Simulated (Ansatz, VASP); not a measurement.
## Two plane-wave programs on GeH3

```
Ge H
1.0
    15.00000    0.00000    0.00000
     0.00000   15.50000    0.00000
     0.00000    0.00000   16.00000
Ge H
1 3
Direct
  0.49979 0.50037 0.47772
  0.59802 0.49935 0.50653
  0.45160 0.58217 0.50915
  0.45059 0.41811 0.50660
```

Alike in both runs: functional PBE; dispersion D3(BJ); k mesh 1 × 1 × 1; occupations gaussian, width 0.005 eV; collinear spin.

Ansatz relaxed the structure, and its values are those at the end. VASP's run is a single point on that final structure, the one shown.

```csv
,VASP,Ansatz
version,VASP 6.6.1,Ansatz 0.2.0
potentials or method,"VASP PAW PBE potentials, release 64 (Ge_d, H), cutoff 410 eV","scalar-relativistic, plane waves, PAW"
valence electrons in the cell,17,17
```

```tsv
	VASP	Ansatz	Ansatz less VASP
gap on the k mesh at the Fermi level (eV)	1.43	1.43	0.000
rms of the force components (eV/Å)	0.014	0.002	-0.0124
net moment per atom (μB)	0.25	0.25	0.000
size of the moment on the site where the two differ most (μB)	0.40	0.05	-0.343
```

Site moments also hang on the region over which each program counts them.
